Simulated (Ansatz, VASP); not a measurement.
# Two plane-wave programs on Al2O3

The input INCAR:

```
SYSTEM = Al2O3
ALGO = Normal ; EDIFF = 1E-7
EDIFFG = -0.04 ; ENCUT = 600
GGA = PE ; IBRION = 2
ISIF = 3 ; ISMEAR = 0
LASPH = .TRUE. ; LCHARG = .FALSE.
LREAL = .FALSE. ; LWAVE = .FALSE.
NELM = 80 ; NSW = 90
PREC = Accurate ; SIGMA = 0.1
```

The input KPOINTS:

```
k-points
0
G
  6 6 4
  0 0 0
```

Contents of POSCAR:

```
Al2O3
1.0
    2.7995792771      0.0000000000      0.0000000000
    0.0000000000      2.7995792771      0.0000000000
    0.0000000000      0.0000000000      6.2520826265
Al O
2 3
Direct
    0.0000000000      0.0000000000      0.5000000000
    0.5000000000      0.5000000000      0.0000000000
    0.0000000000      0.0000000000      0.0000000000
    0.0000000000      0.5000000000      0.3298789712
    0.5000000000      0.0000000000      0.6701210288
```

Input for Ansatz:

```yaml
crystal:
  lattice:
    - [2.7995792771, 0.0, 0.0]
    - [0.0, 2.7995792771, 0.0]
    - [0.0, 0.0, 6.2520826265]
  atoms:
    - { symbol: Al, position: [0.0, 0.0, 0.5] }
    - { symbol: Al, position: [0.5, 0.5, 0.0] }
    - { symbol: O, position: [0.0, 0.0, 0.0] }
    - { symbol: O, position: [0.0, 0.5, 0.3298789712] }
    - { symbol: O, position: [0.5, 0.0, 0.6701210288] }
basis:
  ecutwfc: 420
kpoints:
  mp_grid: { grid: [6, 6, 4] }
hamiltonian:
  xc: pbe
scf:
  occupations: { method: gaussian, width: 0.1 }
  lower_state_search: "off"
output:
  forces: true
  stress: true
  eigenvalues: true
relax:
  adjacent_minimum: "off"
  f_tol: 0.04
  max_steps: 70
  cell: { stress_tol: 0.4 }
```

Alike in both runs: task relaxation of cell and atoms; functional PBE; k mesh 6 × 6 × 4; occupations gaussian, width 0.1 eV; no spin polarisation.

```csv
,VASP,Ansatz
version,VASP 6.6.1,Ansatz 0.2.0
potentials or method,"VASP PAW PBE potentials, release 64 (Al, O), cutoff 600 eV","scalar-relativistic, plane waves, PAW"
valence electrons in the cell,24,24
```

VASP gave:

| Item | Value |
| --- | --- |
| gap on the k mesh at the Fermi level, each at its own relaxed structure (eV) | 2.10 |
| relaxed volume (Å³/atom) | 9.80 |
| relaxed cell length with the largest relative difference (Å) | 6.252 |

**Question.** What did Ansatz give for the same quantities?

**Answer.** gap on the k mesh at the Fermi level, each at its own relaxed structure (eV): 2.08; relaxed volume (Å³/atom): 9.81; relaxed cell length with the largest relative difference (Å): 6.260.

Noted on VASP's run: the relaxation stopped at its first step, so nothing moved.
